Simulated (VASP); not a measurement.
Wanted: the native input for a VASP 6.6.1 run.

```
Task                   : single point
Functional             : LDA
Potentials or basis    : VASP PAW LDA potentials, release 64 (Si, O)
Cutoff                 : 520 eV
k mesh                 : 6 × 6 × 4
Occupations            : gaussian, width 0.02 eV
Spin                   : no spin polarisation
Dipole correction      : no
Further INCAR settings : ALGO = Normal; EDIFF = 1e-06; NBANDS = 44
```

The structure of SiO2 lies in POSCAR:

```
SiO2
1.0
    5.0150049464      0.0000000000      0.0000000000
   -2.5075024732      4.3431216837      0.0000000000
    0.0000000000      0.0000000000      8.5394404742
Si O
4 8
Direct
    0.6666666667      0.3333333333      0.9370470931
    0.6666666667      0.3333333333      0.5629529069
    0.3333333333      0.6666666667      0.0629529069
    0.3333333333      0.6666666667      0.4370470931
    0.0000000000      0.4120635575      0.0000000000
    0.4120635575      0.4120635575      0.5000000000
    0.5879364425      0.0000000000      0.5000000000
    0.5879364425      0.5879364425      0.0000000000
    0.0000000000      0.5879364425      0.5000000000
    0.6666666667      0.3333333333      0.7500000000
    0.3333333333      0.6666666667      0.2500000000
    0.4120635575      0.0000000000      0.0000000000
```

One way to write it, as run:

INCAR

```
SYSTEM = SiO2
ALGO     = Normal         ! electronic algorithm
EDIFF    = 1E-6           ! SCF threshold, eV
ENCUT    = 520            ! plane-wave cutoff, eV
GGA      = CA             ! functional
ISIF     = 2              ! what is computed and relaxed
ISMEAR   = 0              ! smearing method
LASPH    = .True.         ! aspherical terms in the spheres
LCHARG   = .True.         ! write CHGCAR
LELF     = .True.         ! ELF
LREAL    = .False.        ! projectors in reciprocal space
LVHAR    = .True.       
LWAVE    = .False.        ! write WAVECAR
NBANDS   = 44             ! bands
NELM     = 80             ! most SCF steps
PREC     = Accurate       ! precision mode
SIGMA    = 0.02           ! smearing width, eV
```

KPOINTS

```
k-points
0
Gamma
  6 6 4
  0 0 0
```

Potentials or basis: VASP PAW LDA potentials, release 64 (Si, O).

The run is started by

```sh
$ cat potpaw_LDA.64/Si/POTCAR potpaw_LDA.64/O/POTCAR > POTCAR
$ mpirun -np 1 vasp_std > vasp.out
```

It gave:

```json
{"Pressure": "0.5 GPa", "Largest force": "0.024 eV/Å", "Band gap on the k mesh": "5.42 eV (least direct gap 5.48 eV)"}
```

Wall time 2.8 min on 1 thread of AMD EPYC 7R43 64-Core Processor (Zen 3), with other jobs on the host, peak memory 0.27 GiB.
